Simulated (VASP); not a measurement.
# Mg2Si in VASP: relaxation of the atoms with PBEsol

Aim: the relaxation of the atoms of Mg2Si with PBEsol.

All numbers are computed with VASP 6.6.1; they aren't measurements. Logs are shortened: lines on timing, memory, paths and dates and some standing lists are left out, and cuts for length are marked.

### 1 The cell of the first run

The cell holds a slab with vacuum, 9 atoms: a = 4.474 Å, b = 4.474 Å, c = 25.045 Å, α = 90.00°, β = 90.00°, γ = 120.00°.

### 2 Relaxation of the atoms, PBEsol

INCAR reads:

```
PREC = Accurate ; ENCUT = 520
EDIFF = 1E-7 ; ISMEAR = 0
SIGMA = 0.05 ; LREAL = F
LASPH = T ; NELM = 120
ALGO = Normal ; ISIF = 2
LWAVE = F ; LCHARG = F
LDIPOL = T ; IDIPOL = 3
DIPOL = 0.5 0.5 0.506 ; GGA = PS
IBRION = 2 ; NSW = 80
EDIFFG = -0.02 ; GGA_COMPAT = F
NELMIN = 4 ; NELMDL = -8
```

KPOINTS reads:

```
regular mesh
0
Gamma
  9 9 1
```

POSCAR reads:

```
Mg2Si
1.0
    4.4736921765      0.0000000000      0.0000000000
   -2.2368460883      3.8743310736      0.0000000000
    0.0000000000      0.0000000000     25.0450745072
Mg Si
6 3
Direct
    0.6666666667      0.3333333333      0.2994600794
    0.0000000000      0.0000000000      0.3723836869
    0.3333333333      0.6666666667      0.4453072944
    0.6666666667      0.3333333333      0.5182309019
    0.0000000000      0.0000000000      0.5911545094
    0.3333333333      0.6666666667      0.6640781169
    0.6666666667      0.3333333333      0.4088454906
    0.3333333333      0.6666666667      0.5546927056
    0.0000000000      0.0000000000      0.7005399206
```

Potentials or basis: VASP PAW PBE potentials, release 64 (Mg, Si).

Run with:

```
$ cat potpaw_PBE.64/Mg/POTCAR potpaw_PBE.64/Si/POTCAR > POTCAR
$ mpirun -np 1 vasp_std > vasp.out
```

OUTCAR:

```text
PREC = Accurate
   ENCUT = 520
   EDIFF = 1E-7
   ISMEAR = 0
   LREAL = F
   LASPH = T
   NELM = 120
   ISIF = 2
   GGA = PS
   IBRION = 2
   NSW = 80
   EDIFFG = -0.02
   NELMIN = 4
   NELMDL = -8

 ion  position               nearest neighbor table
   1  0.667  0.333  0.299-   7 2.74   2 3.16   2 3.16   2 3.16
   2  0.000  0.000  0.372-   7 2.74   7 2.74   7 2.74   1 3.16   3 3.16   1 3.16   3 3.16   3 3.16
                             1 3.16
   3  0.333  0.667  0.445-   8 2.74   7 2.74   7 2.74   7 2.74   4 3.16   2 3.16   4 3.16   2 3.16
                             2 3.16   4 3.16
   4  0.667  0.333  0.518-   8 2.74   8 2.74   8 2.74   7 2.74   3 3.16   5 3.16   3 3.16   5 3.16
                             5 3.16   3 3.16
   5  0.000  0.000  0.591-   9 2.74   8 2.74   8 2.74   8 2.74   6 3.16   4 3.16   6 3.16   4 3.16
                             6 3.16   4 3.16
   6  0.333  0.667  0.664-   9 2.74   9 2.74   9 2.74   8 2.74   5 3.16   5 3.16   5 3.16
   7  0.667  0.333  0.409-   1 2.74   2 2.74   2 2.74   2 2.74   3 2.74   3 2.74   3 2.74   4 2.74

   8  0.333  0.667  0.555-   3 2.74   4 2.74   4 2.74   4 2.74   5 2.74   5 2.74   5 2.74   6 2.74

   9  0.000  0.000  0.701-   5 2.74   6 2.74   6 2.74   6 2.74

  LATTYP: Found a hexagonal cell.
 ALAT       =     4.4736921765
 C/A-ratio  =     5.5983008037

  Lattice vectors:

 A1 = (   4.4736921765,   0.0000000000,   0.0000000000)
 A2 = (  -2.2368460883,   3.8743310736,   0.0000000000)
 A3 = (   0.0000000000,   0.0000000000,  25.0450745072)

Analysis of symmetry for initial positions (statically):
=====================================================================
 Subroutine PRICEL returns:
 Original cell was already a primitive cell.

 Routine SETGRP: Setting up the symmetry group for a
 hexagonal supercell.

 Subroutine GETGRP returns: Found  6 space group operations
 (whereof  6 operations were pure point group operations)
 out of a pool of 24 trial point group operations.

The static configuration has the point symmetry C_3v.

Analysis of symmetry for dynamics (positions and initial velocities):
=====================================================================
 Subroutine PRICEL returns:
 Original cell was already a primitive cell.

 Routine SETGRP: Setting up the symmetry group for a
 hexagonal supercell.

 Subroutine GETGRP returns: Found  6 space group operations
 (whereof  6 operations were pure point group operations)
 out of a pool of 24 trial point group operations.

The dynamic configuration has the point symmetry C_3v.

 Subroutine INISYM returns: Found  6 space group operations
 (whereof  6 operations are pure point group operations),
 and found     1 'primitive' translations

----------------------------------------------------------------------------------------

                                     Primitive cell

  volume of cell :     434.0954

  direct lattice vectors                    reciprocal lattice vectors
     4.473692177  0.000000000  0.000000000     0.223529014  0.129054536  0.000000000
    -2.236846088  3.874331074  0.000000000     0.000000000  0.258109073  0.000000000
     0.000000000  0.000000000 25.045074507     0.000000000  0.000000000  0.039928011

  length of vectors
     4.473692177  4.473692177 25.045074507     0.258109073  0.258109073  0.039928011

  position of ions in fractional coordinates (direct lattice)
     0.666666667  0.333333333  0.299460079
     0.000000000  0.000000000  0.372383687
     0.333333333  0.666666667  0.445307294
     0.666666667  0.333333333  0.518230902
     0.000000000  0.000000000  0.591154509
     0.333333333  0.666666667  0.664078117
     0.666666667  0.333333333  0.408845491
     0.333333333  0.666666667  0.554692706
     0.000000000  0.000000000  0.700539921

  ion indices of the primitive-cell ions
   primitive index   ion index
                 1           1
                 2           2
                 3           3
                 4           4
                 5           5
                 6           6
                 7           7
                 8           8
                 9           9

----------------------------------------------------------------------------------------

 KPOINTS: regular mesh

Automatic generation of k-mesh.
 Grid dimensions read from file:
 generate k-points for:    9    9    1

 Generating k-lattice:

  Cartesian coordinates                     Fractional coordinates (reciprocal lattice)
     0.024836557  0.014339393  0.000000000     0.111111111  0.000000000  0.000000000
     0.000000000  0.028678786  0.000000000     0.000000000  0.111111111  0.000000000
     0.000000000  0.000000000  0.039928011     0.000000000  0.000000000  1.000000000

  Length of vectors
     0.028678786  0.028678786  0.039928011

  Shift w.r.t. Gamma in fractional coordinates (k-lattice)
     0.000000000  0.000000000  0.000000000

 Subroutine IBZKPT returns following result:
 ===========================================

 Found     12 irreducible k-points:

 Following reciprocal coordinates:
            Coordinates               Weight
  0.000000  0.000000  0.000000      1.000000
  0.111111  0.000000  0.000000      6.000000
  0.222222  0.000000  0.000000      6.000000
  0.333333  0.000000  0.000000      6.000000
  0.444444  0.000000  0.000000      6.000000
  0.111111  0.111111  0.000000      6.000000
  0.222222  0.111111  0.000000     12.000000
  0.333333  0.111111  0.000000     12.000000
  0.444444  0.111111  0.000000      6.000000
  0.222222  0.222222  0.000000      6.000000
  0.333333  0.222222  0.000000     12.000000
  0.333333  0.333333  0.000000      2.000000
   k-points           NKPTS =     12   k-points in BZ     NKDIM =     12   number of bands    NBANDS=     17
   number of dos      NEDOS =    301   number of ions     NIONS =      9
   total plane-waves  NPLWV = 248832
   dimension x,y,z NGX =    36 NGY =   36 NGZ =  192
   dimension x,y,z NGXF=    72 NGYF=   72 NGZF=  384
   ions per type =               6   3
   NGX,Y,Z   is equivalent  to a cutoff of  13.38, 13.38, 12.74 a.u.
   NGXF,Y,Z  is equivalent  to a cutoff of  26.76, 26.76, 25.49 a.u.
 SYSTEM =  unknown system
   PREC   = accura    normal or accurate (medium, high low for compatibility)
   ISTART =      0    job   : 0-new  1-cont  2-samecut
   ICHARG =      2    charge: 1-file 2-atom 10-const
   ISPIN  =      1    spin polarized calculation?
   LNONCOLLINEAR =      F non collinear calculations
   LSORBIT =      F    spin-orbit coupling
   LASPH  =      T    aspherical Exc in radial PAW
   ENCUT  =  520.0 eV  38.22 Ry    6.18 a.u.   8.32  8.32 46.57*2*pi/ulx,y,z
   NELM   =    120;   NELMIN=  4; NELMDL= -8     # of ELM steps
   EDIFF  = 0.1E-06   stopping-criterion for ELM
   LREAL  =      F    real-space projection
   EDIFFG = -.2E-01   stopping-criterion for IOM
   NSW    =     80    number of steps for IOM
   IBRION =      2    ionic relax: 0-MD 1-quasi-New 2-CG
   NFREE  =      1    steps in history (QN), initial steepest desc. (CG)
   ISIF   =      2    stress and relaxation
   ISYM   =      2    0-nonsym 1-usesym 2-fastsym
   POTIM  = 0.5000    time-step for ionic-motion
   TEBEG  =    0.0;   TEEND  =   0.0 temperature during run
   PSTRESS=    0.0 pullay stress
   NELECT =      24.0000    total number of electrons
   NUPDOWN=      -1.0000    fix difference up-down
   EMIN   =  10.00;   EMAX   =-10.00  energy-range for DOS
   EFERMI =   0.00;   METHOD = LEGACY
   ISMEAR =     0;   SIGMA  =   0.05  broadening in eV -4-tet -1-fermi 0-gaus
   EFERMI_NEDOS =   21; number of points for ismear=-14 and -15
   IALGO  =     38    algorithm
   IMIX   =      4    mixing-type and parameters
     AMIX     =   0.40;   BMIX     =  1.00
     AMIX_MAG =   1.60;   BMIX_MAG =  1.00
  volume/ion in A,a.u.               =      48.23       325.49
  Fermi-wavevector in a.u.,A,eV,Ry     =   0.623663  1.178553  5.292067  0.388956
  Thomas-Fermi vector in A             =   1.683949
   LORBIT       =      0    0 simple, 1 ext, 2 COOP (PROOUT), +10 PAW based schemes
   GGA     = PS    functional components
   LHFCALC =     F    Hartree Fock is set to
   AEXX    =    0.0000 exact exchange contribution
   IVDW    =     0    specifies the selected vdW correction
   LEPSILON=     F    determine dielectric tensor
   LRPA    =     F    only Hartree local field effects (RPA)
 conjugate gradient relaxation of ions
 non-spin polarized calculation
 Gauss-broadening in eV      SIGMA  =   0.05
  energy-cutoff  :      520.00
  volume of cell :      434.10
 maximum number of plane-waves:     11743
 NGX is ok and might be reduce to    36
   NGX = 17   NGY = 17   NGZ = 93

 dipolmoment           0.000000      0.000000     -0.000030 electrons x Angstroem

--------------------------------------- Ionic step        1  -------------------------------------------

 number of electron      23.9999999 magnetization

 Free energy of the ion-electron system (eV)
  ---------------------------------------------------
  ext. energy  EPLUGINS =         0.00000000
  ---------------------------------------------------
  free energy    TOTEN  =       -24.96299971 eV

  energy without entropy =      -24.95512173  energy(sigma->0) =      -24.95906072

------------------------ aborting loop because EDIFF is reached ----------------------------------------

  FORCE on cell =-STRESS in cart. coord.  units (eV):
  Direction    XX          YY          ZZ          XY          YZ          ZX
  --------------------------------------------------------------------------------------
  -------------------------------------------------------------------------------------
  Total       -2.7119759     -2.7119759      0.5347717      0.0000000      0.0000000      0.0000000
  in kB      -10.0094740    -10.0094740      1.9737577      0.0000000      0.0000000      0.0000000
  external PRESSURE =      -6.0150634 kB  Pullay stress =       0.0000000 kB
[... 110 lines left out ...]
  FREE ENERGIE OF THE ION-ELECTRON SYSTEM (eV)
  ---------------------------------------------------
  free  energy   TOTEN  =       -24.9873857035 eV

  energy  without entropy=      -24.9791911091  energy(sigma->0) =      -24.98328841

[... ionic steps 4 to 7 ...]

--------------------------------------- Ionic step        8  -------------------------------------------

 number of electron      23.9999999 magnetization

------------------------ aborting loop because EDIFF is reached ----------------------------------------

  FORCE on cell =-STRESS in cart. coord.  units (eV):
  Direction    XX          YY          ZZ          XY          YZ          ZX
  --------------------------------------------------------------------------------------
  -------------------------------------------------------------------------------------
  Total       -2.2861049     -2.2861049      0.2419320      0.0000000      0.0000000     -0.0000000
  in kB       -8.4376515     -8.4376515      0.8929327      0.0000000      0.0000000     -0.0000000
  external PRESSURE =      -5.3274568 kB  Pullay stress =       0.0000000 kB
[... 71 lines left out ...]
  energy  without entropy=      -24.9879287295  energy(sigma->0) =      -24.99242604

--------------------------------------- Ionic step       10  -------------------------------------------

 number of electron      23.9999999 magnetization

 dipolmoment           0.000000      0.000000      0.152240 electrons x Angstroem

 Free energy of the ion-electron system (eV)
  ---------------------------------------------------
  ext. energy  EPLUGINS =         0.00000000
  ---------------------------------------------------
  free energy    TOTEN  =       -24.99707547 eV

  energy without entropy =      -24.98809559  energy(sigma->0) =      -24.99258553

 E-fermi :  -0.9561     XC(G=0):  -4.7617

 val. band max:       -0.9660844551   @ k =   0.1111   0.0000   0.0000
 cond. band min:      -0.9172131887   @ k =   0.3333   0.1111   0.0000
 fundamental gap:      0.0488712664
 Fermi energy:        -0.9561179922

 k-point     1 :       0.0000    0.0000    0.0000
  band No.  band energies     occupation
      1      -9.8392      2.00000
      2      -9.2048      2.00000
      3      -8.0911      2.00000
      4      -5.3097      2.00000
      5      -3.7693      2.00000
      6      -2.1513      2.00000
[... 9 lines left out ...]
     16       1.2523      0.00000
     17       1.7861      0.00000
[... 205 lines left out ...]
      3      -7.3050      2.00000
      4      -4.8159      2.00000
      5      -4.6911      2.00000
      6      -4.6064      2.00000
[... 9 lines left out ...]
     16       1.5225      0.00000
     17       1.6410      0.00000

------------------------ aborting loop because EDIFF is reached ----------------------------------------

 vacuum level on the upper side and lower side of the slab       (xc-potential included)         0.698        -0.872

  FORCE on cell =-STRESS in cart. coord.  units (eV):
  Direction    XX          YY          ZZ          XY          YZ          ZX
  --------------------------------------------------------------------------------------
  -------------------------------------------------------------------------------------
  Total       -2.2872779     -2.2872779      0.1409563      0.0000000      0.0000000     -0.0000000
  in kB       -8.4419809     -8.4419809      0.5202473      0.0000000      0.0000000     -0.0000000
  external PRESSURE =      -5.4545715 kB  Pullay stress =       0.0000000 kB

 VOLUME and BASIS-vectors are now :
 -----------------------------------------------------------------------------
  energy-cutoff  :      520.00
  volume of cell :      434.10
      direct lattice vectors                 reciprocal lattice vectors
     4.473692177  0.000000000  0.000000000     0.223529014  0.129054536  0.000000000
    -2.236846088  3.874331074  0.000000000     0.000000000  0.258109073  0.000000000
     0.000000000  0.000000000 25.045074507     0.000000000  0.000000000  0.039928011
[... 15 lines left out ...]
  FREE ENERGIE OF THE ION-ELECTRON SYSTEM (eV)
  ---------------------------------------------------
  free  energy   TOTEN  =       -24.9970754703 eV

  energy  without entropy=      -24.9880955950  energy(sigma->0) =      -24.99258553

 reached required accuracy - stopping structural energy minimisation

 vacuum level on the upper side and lower side of the slab         4.255         2.656
```

Run time: 7.5 min. Hardware: 1 thread of AMD EPYC 9R45 (Zen 5), shared host; peak memory 0.6 GiB.

What came out:

- Free energy: -24.9971 eV
- Energy gained by relaxing: 3.8 meV/atom
- Ionic steps: 10
- Largest force after relaxing: 0.014 eV/Å
- Band gap on the k mesh: zero (bands 12 and 13 overlap by 0.97 eV)

Forces on the atoms (eV/Å):
```
Mg   0.000  0.000 -0.012
Mg   0.000  0.000  0.003
Mg   0.000  0.000  0.001
Mg   0.000  0.000 -0.002
Mg   0.000  0.000  0.010
Mg   0.000  0.000  0.004
Si   0.000  0.000 -0.014
Si   0.000  0.000  0.007
Si   0.000  0.000  0.002
```

Step by step:
```
step  energy change (eV)  largest force (eV/Å)  pressure (GPa)
   1              0.0000                0.3425           -0.60
   2             -0.0114                0.2744           -0.59
   3             -0.0244                0.1369           -0.54
   4             -0.0244                0.1553           -0.53
   5             -0.0284                0.1072           -0.53
   6             -0.0328                0.0498           -0.52
   7             -0.0328                0.0578           -0.52
   8             -0.0337                0.0314           -0.53
   9             -0.0339                0.0300           -0.54
  10             -0.0341                0.0141           -0.55
```

Final structure:
```cif
data_structure
_symmetry_space_group_name_H-M 'P 1'
_symmetry_Int_Tables_number 1
_cell_length_a 4.4737
_cell_length_b 4.4737
_cell_length_c 25.0451
_cell_angle_alpha 90.000
_cell_angle_beta 90.000
_cell_angle_gamma 120.000
_cell_volume 434.10
loop_
_atom_site_label
_atom_site_type_symbol
_atom_site_fract_x
_atom_site_fract_y
_atom_site_fract_z
_atom_site_occupancy
Mg1 Mg 0.66667 0.33333 0.29972 1
Mg2 Mg 0.00000 0.00000 0.37027 1
Mg3 Mg 0.33333 0.66667 0.44494 1
Mg4 Mg 0.66667 0.33333 0.51879 1
Mg5 Mg 0.00000 0.00000 0.59134 1
Mg6 Mg 0.33333 0.66667 0.66942 1
Si1 Si 0.66667 0.33333 0.40804 1
Si2 Si 0.33333 0.66667 0.55406 1
Si3 Si 0.00000 0.00000 0.69812 1
```

Levels at points of the mesh, in eV from the Fermi level:
```tsv
k point	band 10	band 11	band 12	band 13	band 14	band 15
(0.00, 0.00, 0.00)	-0.18	0.06	0.82	0.82	1.52	1.90
```

Caveat: the PAW data sets were made with another functional, which shifts forces and pressure a little.
